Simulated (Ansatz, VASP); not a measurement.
**SiC in VASP and in Ansatz**

```
CELL_PARAMETERS angstrom
3.07600 0.00000 0.00000
-1.53800 2.66389 0.00000
0.00000 0.00000 5.04800
ATOMIC_POSITIONS crystal
Si 0.33333 0.66667 0.00449
Si 0.66667 0.33333 0.50449
C 0.33333 0.66667 0.38051
C 0.66667 0.33333 0.88051
```

Alike in both runs: functional PBE; k mesh 10 × 10 × 6; occupations fermi-dirac, width 0.02 eV; no spin polarisation.

Ansatz relaxed the structure, and its values are those at the end. VASP's run is a single point on that final structure, the one shown.

|  | VASP | Ansatz |
| --- | --- | --- |
| version | VASP 6.6.1 | Ansatz 0.2.0 |
| potentials or method | VASP PAW PBE potentials, release 64 (Si, C) | plane-wave PAW, scalar-relativistic |
| plane-wave cutoff (eV) | 520 | 420 |
| valence electrons in the cell | 16 | 16 |

|  | VASP | Ansatz | Ansatz less VASP |
| --- | --- | --- | --- |
| gap on the k mesh at the Fermi level (eV) | 2.44 | 2.44 | +0.003 |
| pressure (GPa) | 3.4 | 3.4 | +0.05 |
| rms of the force components (eV/Å) | 0.010 | 0.010 | 0.0000 |

With one functional, cell and mesh, what is left measures potentials, basis and numerics. Ansatz's warnings: stress scf threshold loose.
